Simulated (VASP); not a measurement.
Sn:

```
Sn
1.0
     0.00000    3.27107    3.27107
     3.27107    0.00000    3.27107
     3.27107    3.27107    0.00000
Sn
2
Direct
  0.87500 0.87500 0.87500
  0.12500 0.12500 0.12500
```

This isn't the form of Sn at room conditions, which is tetragonal (white tin).

| Quantity | Value |
| --- | --- |
| Program | VASP 6.6.1 |
| Task | relaxation of cell and atoms |
| Functional | PBE |
| Potentials or basis | VASP PAW PBE potentials, release 64 (Sn_d) |
| Cutoff | 600 eV |
| k mesh | 10 × 10 × 10 |
| Occupations | fermi-dirac, width 0.08 eV |
| Spin | no spin polarisation |

At the start: pressure 2.1 GPa; volume 35.00 Å³/atom.

**Question.** How do energy, volume and symmetry change on relaxing?

**Answer.** Over 5 steps the energy falls by 11.4 meV/atom and the volume is 36.85 Å³/atom (+5.3 %); space group Fd-3m (No. 227, to 0.1 Å) before and after.

The path:
```
step  energy change (eV)  largest force (eV/Å)  pressure (GPa)  volume (Å³)
   1              0.0000                0.0000            2.09        70.00
   2             -0.0213                0.0000           -0.48        74.72
   3             -0.0228                0.0000            0.07        73.68
   4             -0.0228                0.0000           -0.04        73.81
   5             -0.0228                0.0000            0.02        73.70
```

Final structure:
```yaml
crystal:
  lattice:
    - [0.00000, 3.32778, 3.32778]
    - [3.32778, 0.00000, 3.32778]
    - [3.32778, 3.32778, 0.00000]
  atoms:
    - { symbol: Sn, position: [0.87500, 0.87500, 0.87500] }
    - { symbol: Sn, position: [0.12500, 0.12500, 0.12500] }
```
